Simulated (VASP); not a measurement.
# Ti in VASP: notebook

Runs on Ti. Level: PBEsol. Tasks: relaxation of cell and atoms, single point.

Everything below comes from runs of VASP 6.6.1. Logs are shortened: lines on timing, memory, paths and dates and some standing lists are left out, and cuts for length are marked.

## (1) The cell of the first run

Symmetry: Fm-3m, No. 225, cubic system. The conventional cell has a = 4.018 Å, b = 4.018 Å, c = 4.018 Å, α = 90.00°, β = 90.00°, γ = 90.00°. Within 3.7 Å of Ti (site symmetry m-3m) lie 12 Ti at 2.84 Å.

This isn't the form of Ti at room conditions, which is hcp.

## (2) Relaxation of cell and atoms, PBEsol, target pressure 3 GPa, at which the enthalpy is minimised

Contents of INCAR:

```
PREC = Accurate
ENCUT = 600
EDIFF = 1E-7
ISMEAR = 0
SIGMA = 0.1
LREAL = F
LASPH = T
NELM = 100
ALGO = Normal
ISIF = 3
LWAVE = F
LCHARG = F
GGA = PS
IBRION = 2
NSW = 70
EDIFFG = -0.008
PSTRESS = 30.0
```

Contents of KPOINTS:

```
Automatic mesh
0
Gamma
  18 18 18
```

Contents of POSCAR:

```
Ti
1.0
    0.0000000000      2.0088730749      2.0088730749
    2.0088730749      0.0000000000      2.0088730749
    2.0088730749      2.0088730749      0.0000000000
Ti
1
Direct
    0.0000000000      0.0000000000      0.0000000000
```

Potentials or basis: VASP PAW PBE potentials, release 64 (Ti_sv).

Run with:

```console
$ cat potpaw_PBE.64/Ti_sv/POTCAR > POTCAR
$ mpirun -np 1 vasp_std > vasp.out
```

OUTCAR:

```text
PREC = Accurate
   ENCUT = 600
   EDIFF = 1E-7
   ISMEAR = 0
   LREAL = F
   LASPH = T
   NELM = 100
   ISIF = 3
   GGA = PS
   IBRION = 2
   NSW = 70
   EDIFFG = -0.008
   PSTRESS = 30.0

 ion  position               nearest neighbor table
   1  0.000  0.000  0.000-

  LATTYP: Found a face centered cubic cell.
 ALAT       =     4.0177461498

  Lattice vectors:

 A1 = (   0.0000000000,   2.0088730749,   2.0088730749)
 A2 = (   2.0088730749,   0.0000000000,   2.0088730749)
 A3 = (   2.0088730749,   2.0088730749,   0.0000000000)

Analysis of symmetry for initial positions (statically):
=====================================================================
 Subroutine PRICEL returns:
 Original cell was already a primitive cell.

 Routine SETGRP: Setting up the symmetry group for a
 face centered cubic supercell.

 Subroutine GETGRP returns: Found 48 space group operations
 (whereof 48 operations were pure point group operations)
 out of a pool of 48 trial point group operations.

The static configuration has the point symmetry O_h .

Analysis of symmetry for dynamics (positions and initial velocities):
=====================================================================
 Subroutine PRICEL returns:
 Original cell was already a primitive cell.

 Routine SETGRP: Setting up the symmetry group for a
 face centered cubic supercell.

 Subroutine GETGRP returns: Found 48 space group operations
 (whereof 48 operations were pure point group operations)
 out of a pool of 48 trial point group operations.

The dynamic configuration has the point symmetry O_h .

 Subroutine INISYM returns: Found 48 space group operations
 (whereof 48 operations are pure point group operations),
 and found     1 'primitive' translations

----------------------------------------------------------------------------------------

                                     Primitive cell

  volume of cell :      16.2139

  direct lattice vectors                    reciprocal lattice vectors
     0.000000000  2.008873075  2.008873075    -0.248895765  0.248895765  0.248895765
     2.008873075  0.000000000  2.008873075     0.248895765 -0.248895765  0.248895765
     2.008873075  2.008873075  0.000000000     0.248895765  0.248895765 -0.248895765

  length of vectors
     2.840975548  2.840975548  2.840975548     0.431100110  0.431100110  0.431100110

  position of ions in fractional coordinates (direct lattice)
     0.000000000  0.000000000  0.000000000

  ion indices of the primitive-cell ions
   primitive index   ion index
                 1           1

----------------------------------------------------------------------------------------

 KPOINTS: Automatic mesh

Automatic generation of k-mesh.
 Grid dimensions read from file:
 generate k-points for:   18   18   18

 Generating k-lattice:

  Cartesian coordinates                     Fractional coordinates (reciprocal lattice)
    -0.013827542  0.013827542  0.013827542     0.055555556  0.000000000  0.000000000
     0.013827542 -0.013827542  0.013827542     0.000000000  0.055555556  0.000000000
     0.013827542  0.013827542 -0.013827542     0.000000000  0.000000000  0.055555556

  Length of vectors
     0.023950006  0.023950006  0.023950006

  Shift w.r.t. Gamma in fractional coordinates (k-lattice)
     0.000000000  0.000000000  0.000000000

 Subroutine IBZKPT returns following result:
 ===========================================

 Found    195 irreducible k-points:

 Following reciprocal coordinates:
            Coordinates               Weight
  0.000000  0.000000  0.000000      1.000000
  0.055556  0.000000  0.000000      8.000000
  0.111111  0.000000  0.000000      8.000000
  0.166667  0.000000  0.000000      8.000000
  0.222222  0.000000  0.000000      8.000000
  0.277778  0.000000  0.000000      8.000000
[... 16 lines left out ...]
 -0.277778  0.055556  0.000000     24.000000
 -0.222222  0.055556  0.000000     24.000000
 [... further k-points ...]
   k-points           NKPTS =    195   k-points in BZ     NKDIM =    195   number of bands    NBANDS=     10
   number of dos      NEDOS =    301   number of ions     NIONS =      1
   total plane-waves  NPLWV =  13824
   dimension x,y,z NGX =    24 NGY =   24 NGZ =   24
   dimension x,y,z NGXF=    48 NGYF=   48 NGZF=   48
   ions per type =               1
   NGX,Y,Z   is equivalent  to a cutoff of  14.04, 14.04, 14.04 a.u.
   NGXF,Y,Z  is equivalent  to a cutoff of  28.09, 28.09, 28.09 a.u.
 SYSTEM =  unknown system
   PREC   = accura    normal or accurate (medium, high low for compatibility)
   ISTART =      0    job   : 0-new  1-cont  2-samecut
   ICHARG =      2    charge: 1-file 2-atom 10-const
   ISPIN  =      1    spin polarized calculation?
   LNONCOLLINEAR =      F non collinear calculations
   LSORBIT =      F    spin-orbit coupling
   LASPH  =      T    aspherical Exc in radial PAW
   ENCUT  =  600.0 eV  44.10 Ry    6.64 a.u.   5.67  5.67  5.67*2*pi/ulx,y,z
   NELM   =    100;   NELMIN=  2; NELMDL= -5     # of ELM steps
   EDIFF  = 0.1E-06   stopping-criterion for ELM
   LREAL  =      F    real-space projection
   EDIFFG = -.8E-02   stopping-criterion for IOM
   NSW    =     70    number of steps for IOM
   IBRION =      2    ionic relax: 0-MD 1-quasi-New 2-CG
   NFREE  =      1    steps in history (QN), initial steepest desc. (CG)
   ISIF   =      3    stress and relaxation
   ISYM   =      2    0-nonsym 1-usesym 2-fastsym
   POTIM  = 0.5000    time-step for ionic-motion
   TEBEG  =    0.0;   TEEND  =   0.0 temperature during run
   PSTRESS=   30.0 pullay stress
   NELECT =      12.0000    total number of electrons
   NUPDOWN=      -1.0000    fix difference up-down
   EMIN   =  10.00;   EMAX   =-10.00  energy-range for DOS
   EFERMI =   0.00;   METHOD = LEGACY
   ISMEAR =     0;   SIGMA  =   0.10  broadening in eV -4-tet -1-fermi 0-gaus
   EFERMI_NEDOS =   21; number of points for ismear=-14 and -15
   IALGO  =     38    algorithm
   IMIX   =      4    mixing-type and parameters
     AMIX     =   0.40;   BMIX     =  1.00
     AMIX_MAG =   1.60;   BMIX_MAG =  1.00
  volume/ion in A,a.u.               =      16.21       109.42
  Fermi-wavevector in a.u.,A,eV,Ry     =   1.480833  2.798369 29.835758  2.192866
  Thomas-Fermi vector in A             =   2.594818
   LORBIT       =      0    0 simple, 1 ext, 2 COOP (PROOUT), +10 PAW based schemes
   GGA     = PS    functional components
   LHFCALC =     F    Hartree Fock is set to
   AEXX    =    0.0000 exact exchange contribution
   IVDW    =     0    specifies the selected vdW correction
   LEPSILON=     F    determine dielectric tensor
   LRPA    =     F    only Hartree local field effects (RPA)
 conjugate gradient relaxation of ions
 non-spin polarized calculation
 Gauss-broadening in eV      SIGMA  =   0.10
  energy-cutoff  :      600.00
  volume of cell :       16.21
 maximum number of plane-waves:       556
   NGX = 11   NGY = 11   NGZ = 11

 number of electron      12.0000000 magnetization

 Free energy of the ion-electron system (eV)
  ---------------------------------------------------
  ext. energy  EPLUGINS =         0.00000000
  ---------------------------------------------------
  free energy    TOTEN  =        -8.28315016 eV

  energy without entropy =       -8.27494180  energy(sigma->0) =       -8.27904598

 E-fermi :   8.8445     XC(G=0): -11.9682

 val. band max:        8.8378147033   @ k =   0.5000   0.1111   0.0000
 cond. band min:       8.8475329350   @ k =  -0.3333   0.3333   0.1111
 fundamental gap:      0.0097182317
 Fermi energy:         8.8445408074

 k-point     1 :       0.0000    0.0000    0.0000
  band No.  band energies     occupation
      1     -47.5220      2.00000
      2     -23.3865      2.00000
      3     -23.3865      2.00000
      4     -23.3865      2.00000
      5       2.5875      2.00000
      6       9.7586      0.00000
      7       9.7586      0.00000
      8       9.7586      0.00000
      9      11.5436      0.00000
     10      11.5436      0.00000

 k-point     2 :       0.0556    0.0000    0.0000
  band No.  band energies     occupation
      1     -47.5171      2.00000
      2     -23.4131      2.00000
      3     -23.3898      2.00000
      4     -23.3898      2.00000
      5       2.6947      2.00000
      6       9.6899      0.00000
      7       9.7987      0.00000
      8       9.7987      0.00000
      9      11.5166      0.00000
     10      11.5166      0.00000

 k-point     3 :       0.1111    0.0000    0.0000
  band No.  band energies     occupation
      1     -47.5030      2.00000
      2     -23.4895      2.00000
      3     -23.3991      2.00000
      4     -23.3991      2.00000
      5       3.0080      2.00000
      6       9.5033      0.00000
      7       9.9029      0.00000
      8       9.9029      0.00000
      9      11.4559      0.00000
     10      11.4559      0.00000

 k-point     4 :       0.1667    0.0000    0.0000
  band No.  band energies     occupation
      1     -47.4813      2.00000
      2     -23.6052      2.00000
      3     -23.4135      2.00000
      4     -23.4135      2.00000
      5       3.5020      2.00000
      6       9.2508      0.00000
      7      10.0168      0.00000
      8      10.0168      0.00000
      9      11.4256      0.00000
     10      11.4256      0.00000

 k-point     5 :       0.2222    0.0000    0.0000
  band No.  band energies     occupation
      1     -47.4546      2.00000
      2     -23.7453      2.00000
      3     -23.4310      2.00000
      4     -23.4310      2.00000
      5       4.1289      2.00000
      6       9.0039      0.02424
      7      10.0563      0.00000
      8      10.0563      0.00000
      9      11.5179      0.00000
     10      11.5179      0.00000

 k-point     6 :       0.2778    0.0000    0.0000
  band No.  band energies     occupation
      1     -47.4260      2.00000
      2     -23.8921      2.00000
      3     -23.4495      2.00000
      4     -23.4495      2.00000
      5       4.8084      2.00000
      6       8.8479      0.96235
      7       9.9871      0.00000
      8       9.9871      0.00000
      9      11.7648      0.00000
     10      11.7648      0.00000
[... 183 lines left out ...]
 k-point    21 :      -0.3889    0.0556    0.0000
  band No.  band energies     occupation
      1     -47.3687      2.00000
      2     -24.1590      2.00000
      3     -23.5096      2.00000
      4     -23.4820      2.00000
      5       6.0044      2.00000
      6       9.1307      0.00005
      7       9.6595      0.00000
      8       9.7529      0.00000
      9      12.3675      0.00000
     10      12.7922      0.00000

 k-point    22 :      -0.3333    0.0556    0.0000
  band No.  band energies     occupation
      1     -47.3883      2.00000
      2     -24.0636      2.00000
      3     -23.4996      2.00000
      4     -23.4660      2.00000
      5       5.6645      2.00000
      6       8.8667      0.75394
      7       9.7501      0.00000
      8       9.8668      0.00000
      9      12.0075      0.00000
     10      12.5097      0.00000

 k-point    23 :      -0.2778    0.0556    0.0000
  band No.  band energies     occupation
      1     -47.4137      2.00000
      2     -23.9381      2.00000
      3     -23.4840      2.00000
      4     -23.4473      2.00000
      5       5.1079      2.00000
      6       8.7774      1.65742
      7       9.8887      0.00000
      8      10.0063      0.00000
      9      11.6283      0.00000
     10      12.1722      0.00000

 k-point    24 :      -0.2222    0.0556    0.0000
  band No.  band energies     occupation
      1     -47.4418      2.00000
      2     -23.7970      2.00000
      3     -23.4648      2.00000
      4     -23.4283      2.00000
      5       4.4376      2.00000
      6       8.8849      0.56770
      7      10.0059      0.00000
      8      10.1141      0.00000
      9      11.3259      0.00000
     10      11.8614      0.00000

 [... further k-points ...]

------------------------ aborting loop because EDIFF is reached ----------------------------------------

  FORCE on cell =-STRESS in cart. coord.  units (eV):
  Direction    XX          YY          ZZ          XY          YZ          ZX
  --------------------------------------------------------------------------------------
  -------------------------------------------------------------------------------------
  Total        0.3088078      0.3088078      0.3088078     -0.0000000     -0.0000000     -0.0000000
  in kB       30.5148586     30.5148586     30.5148586     -0.0000000     -0.0000000     -0.0000000
  external PRESSURE =       0.5148586 kB  Pullay stress =      30.0000000 kB

 VOLUME and BASIS-vectors are now :
 -----------------------------------------------------------------------------
  energy-cutoff  :      600.00
  volume of cell :       16.21
      direct lattice vectors                 reciprocal lattice vectors
     0.000000000  2.008873075  2.008873075    -0.248895765  0.248895765  0.248895765
     2.008873075  0.000000000  2.008873075     0.248895765 -0.248895765  0.248895765
     2.008873075  2.008873075  0.000000000     0.248895765  0.248895765 -0.248895765

 POSITION                                       TOTAL-FORCE (eV/Angst)
 -----------------------------------------------------------------------------------
      0.00000      0.00000      0.00000         0.000000      0.000000      0.000000
 -----------------------------------------------------------------------------------
    total drift:                               -0.000000     -0.000000      0.000000

  FREE ENERGIE OF THE ION-ELECTRON SYSTEM (eV)
  ---------------------------------------------------
  free  energy   TOTEN  =        -8.2831501629 eV

  energy  without entropy=       -8.2749417952  energy(sigma->0) =       -8.27904598

  enthalpy is  TOTEN    =        -7.9795526834 eV   P V=        0.3035974795

 reached required accuracy - stopping structural energy minimisation
```

Wall time 20 s (1 thread of AMD EPYC 9R45 (Zen 5), shared host); peak memory 0.14 GiB.

What came out:

```
Free energy             : -8.2832 eV
Pressure after relaxing : 3.1 GPa
Band gap on the k mesh  : zero (bands 6 and 7 overlap by 1.39 eV)
```

Final structure:
```cif
data_structure
_symmetry_space_group_name_H-M 'P 1'
_symmetry_Int_Tables_number 1
_cell_length_a 2.8410
_cell_length_b 2.8410
_cell_length_c 2.8410
_cell_angle_alpha 60.000
_cell_angle_beta 60.000
_cell_angle_gamma 60.000
_cell_volume 16.21
loop_
_atom_site_label
_atom_site_type_symbol
_atom_site_fract_x
_atom_site_fract_y
_atom_site_fract_z
_atom_site_occupancy
Ti1 Ti 0.00000 0.00000 0.00000 1
```

Caveat: the relaxation stopped at its first step, so nothing moved; the cell is relaxed towards a set pressure, so the run minimises the enthalpy, not the energy; the PAW data sets were made with another functional, which shifts forces and pressure a little.

(Continued in part 2 of 3.)
